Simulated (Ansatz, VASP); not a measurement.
Rh in VASP and in Ansatz

```
Rh
1.0
     2.72486    0.00000    0.00000
    -1.36243    2.35980    0.00000
     0.00000    0.00000    4.59560
Rh
2
Direct
  0.66667 0.33333 0.75000
  0.33333 0.66667 0.25000
```

Alike in both runs: task single point; functional PBE; k mesh 18 × 18 × 10; occupations gaussian, width 0.15 eV; no spin polarisation.

```csv
,VASP,Ansatz
version,VASP 6.6.1,Ansatz 0.2.0
potentials or method,"VASP PAW PBE potentials, release 64 (Rh_pv), cutoff 520 eV","scalar-relativistic, plane waves, PAW"
valence electrons in the cell,30,34
```

|  | VASP | Ansatz | Ansatz less VASP |
| --- | --- | --- | --- |
| gap on the k mesh at the Fermi level (eV) | none | none | - |
| pressure (GPa) | -10.1 | -10.1 | -0.03 |
| traceless stress, the component that is largest in VASP (GPa) | -6.23 | -6.23 | +0.003 |

A gap of «none» marks a metal or a gap that the smearing closes. With one functional, cell and mesh, what is left measures potentials, basis and numerics. VASP's potentials hold 30 valence electrons a cell and Ansatz's 34, so a difference there can come from the potentials and not from the codes.
